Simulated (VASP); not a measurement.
MgSbP:

```
CELL_PARAMETERS angstrom
3.67039 0.00000 0.00000
-1.83520 3.17865 0.00000
0.00000 0.00000 6.11569
ATOMIC_POSITIONS crystal
Mg 0.33333 0.66667 0.25000
Mg 0.66667 0.33333 0.75000
Sb 0.33333 0.66667 0.61461
Sb 0.66667 0.33333 0.38539
P 0.00000 0.00000 0.80256
P 0.00000 0.00000 0.19744
```

The cell was generated, and may not be a known phase.

- Program: VASP 6.6.1
- Task: relaxation of cell and atoms
- Functional: PBE
- Potentials or basis: VASP PAW PBE potentials, release 64 (Mg, Sb, P)
- Cutoff: 600 eV
- k mesh: 6 × 6 × 4
- Occupations: gaussian, width 0.1 eV
- Spin: no spin polarisation

At the start: pressure 184.5 GPa; volume 11.89 Å³/atom.

Q: Where does the relaxation end?

A: Over 30 steps the energy falls by 4472.3 meV/atom and the volume is 25.09 Å³/atom (+111.0 %); space group P-3m1 (No. 164, to 0.1 Å) before and after.

The path:
| step | energy change (eV) | largest force (eV/Å) | pressure (GPa) | volume (Å³) |
| --- | --- | --- | --- | --- |
| 1 | 0.0000 | 10.2225 | 184.52 | 71.35 |
| 2 | -16.2942 | 1.5845 | -7.37 | 325.82 |
| 3 | -25.2531 | 1.5074 | -3.98 | 154.05 |
| 4 | -25.3247 | 1.5437 | -2.91 | 150.21 |
| 5 | -25.3755 | 1.6255 | -0.39 | 142.91 |
| 6 | -25.3748 | 1.6033 | -1.07 | 144.69 |
| 7 | -25.7095 | 1.2672 | -1.05 | 143.58 |
| 8 | -25.8566 | 0.4032 | 0.15 | 142.07 |
| 9 | -25.8670 | 0.3531 | -0.35 | 142.49 |
| 10 | -25.8690 | 0.3034 | -0.23 | 142.37 |
| 11 | -25.9428 | 0.3372 | 0.31 | 141.42 |
| 12 | -26.1555 | 0.3206 | 2.24 | 138.29 |
| 13 | -26.2189 | 1.3907 | 8.84 | 130.94 |
| 14 | -26.3146 | 0.9681 | 5.11 | 134.59 |
| 15 | -26.3157 | 1.1107 | 6.12 | 133.49 |
| 16 | -26.3292 | 1.0860 | 6.14 | 133.57 |
| 17 | -26.3652 | 1.0133 | 6.23 | 133.79 |
| 18 | -26.4165 | 0.8745 | 6.49 | 134.17 |
| 19 | -26.4238 | 1.2354 | 7.34 | 134.75 |
| 20 | -26.4965 | 1.1558 | 6.47 | 136.27 |
| 21 | -26.6630 | 0.9237 | 4.12 | 140.85 |
| 22 | -26.7958 | 0.4553 | 0.37 | 150.26 |
| 23 | -26.7964 | 0.4721 | 0.16 | 150.89 |
| 24 | -26.8046 | 0.4178 | 0.08 | 151.02 |
| 25 | -26.8221 | 0.2394 | -0.14 | 151.42 |
| 26 | -26.8236 | 0.1998 | -0.49 | 152.22 |
| 27 | -26.8287 | 0.0733 | -0.33 | 151.83 |
| 28 | -26.8310 | 0.0570 | -0.17 | 151.34 |
| 29 | -26.8330 | 0.0178 | 0.22 | 150.25 |
| 30 | -26.8337 | 0.0211 | 0.12 | 150.52 |

Final structure:
```
CELL_PARAMETERS angstrom
4.34143 0.00000 0.00000
-2.17071 3.75979 0.00000
0.00000 0.00000 9.22162
ATOMIC_POSITIONS crystal
Mg 0.33333 0.66667 0.16828
Mg 0.66667 0.33333 0.83172
Sb 0.33333 0.66667 0.58830
Sb 0.66667 0.33333 0.41170
P 0.00000 0.00000 0.87570
P 0.00000 0.00000 0.12430
```

Caveat: the volume moved by over 15 % at a fixed basis, so the end points are rough.
